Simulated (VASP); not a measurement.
## Al2Pt: single point with PBE

Al2Pt:

```
CELL_PARAMETERS angstrom
0.00000 2.95500 2.95500
2.95500 0.00000 2.95500
2.95500 2.95500 0.00000
ATOMIC_POSITIONS crystal
Al 0.25000 0.25000 0.25000
Al 0.75000 0.75000 0.75000
Pt 0.01679 0.98468 0.03135
```

This cell differs from its parent crystal: one atom moved.

| Quantity | Value |
| --- | --- |
| Program | VASP 6.6.1 |
| Task | single point |
| Functional | PBE |
| Potentials or basis | VASP PAW PBE potentials, release 64 (Al, Pt) |
| Cutoff | 520 eV |
| k mesh | 12 × 12 × 12 |
| Occupations | gaussian, width 0.1 eV |
| Spin | no spin polarisation |
| Dipole correction | no |
| Further INCAR settings | ALGO = Fast; EDIFF = 1e-06; NBANDS = 15 |

| Property | Result |
| --- | --- |
| Pressure | 3.5 GPa |
| Largest force | 1.352 eV/Å |
| Band gap on the k mesh | zero (bands 8 and 9 overlap by 5.32 eV) |

Forces in eV/Å, atoms in the order of the input:
```
Al   0.235  0.641  0.134
Al   0.214  0.634 -0.092
Pt  -0.449 -1.275 -0.041
```

Stress tensor (GPa, compression positive):
```
3.70 0.70 0.02
0.70 3.01 0.06
0.02 0.06 3.80
```

Levels at points of the mesh, in eV from the Fermi level:
| k point | band 6 | band 7 | band 8 | band 9 | band 10 | band 11 |
| --- | --- | --- | --- | --- | --- | --- |
| (0.00, 0.00, 0.00) | -3.75 | 2.85 | 3.72 | 3.72 | 3.81 | 5.38 |
| (0.50, 0.00, 0.00) | -3.55 | -3.54 | 1.01 | 1.03 | 3.59 | 5.12 |
| (0.00, 0.50, 0.00) | -3.55 | -3.54 | 1.01 | 1.03 | 3.59 | 5.12 |
| (0.00, 0.00, 0.50) | -3.56 | -3.53 | 0.99 | 1.02 | 3.65 | 5.12 |
| (0.50, 0.50, 0.50) | -3.56 | -3.53 | 0.99 | 1.02 | 3.66 | 5.12 |
| (0.50, 0.50, 0.00) | -3.54 | -3.26 | -1.64 | -1.56 | 3.07 | 3.33 |
| (0.00, 0.50, 0.50) | -3.53 | -3.27 | -1.64 | -1.57 | 3.07 | 3.33 |
| (0.50, 0.00, 0.50) | -3.43 | -3.28 | -1.61 | -1.60 | 3.06 | 3.31 |

It took 7.2 min on 1 thread of Intel(R) Xeon(R) Platinum 8259CL CPU @ 2.50GHz (Skylake/Cascade Lake) (shared host), peak memory 0.73 GiB.

Caveat: the cell differs from its parent crystal (one atom moved); the cell stands under pressure; spin-orbit coupling is left out, which moves the levels of the heavy elements; forces of over 1 eV/Å act on the atoms, so gaps and moduli don't describe the material at rest.
